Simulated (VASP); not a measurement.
K, 1 atom in the cell. Symmetry: Fm-3m, No. 225, cubic system. The conventional cell has a = 5.048 Å, b = 5.048 Å, c = 5.048 Å, α = 90.00°, β = 90.00°, γ = 90.00°. K (site symmetry m-3m) has 12 K at 3.57 Å within 4.7 Å. This isn't the form of K at room conditions, which is bcc.

* Program: VASP 6.6.1
* Task: single point
* Functional: PBE
* Potentials or basis: VASP PAW PBE potentials, release 64 (K_sv)
* Cutoff: 500 eV
* k mesh: 9 × 9 × 9
* Occupations: fermi-dirac, width 0.1 eV
* Spin: no spin polarisation
* Dipole correction: no
* Further INCAR settings: ALGO = Normal; EDIFF = 1e-06; NBANDS = 10

Potentials or basis: VASP PAW PBE potentials, release 64 (K_sv).

Run with:

```sh
$ cat potpaw_PBE.64/K_sv/POTCAR > POTCAR
$ mpirun -np 1 vasp_std > vasp.out
```

Hardware: 1 thread of Intel(R) Xeon(R) Platinum 8375C CPU @ 2.90GHz (Ice Lake), on a shared host.

**Question.** How long does it take, and how much memory?

**Answer.** It took 12 s on 1 thread of Intel(R) Xeon(R) Platinum 8375C CPU @ 2.90GHz (Ice Lake), with other jobs on the host, peak memory 0.15 GiB. Counts: scf iterations 11, k points 35.
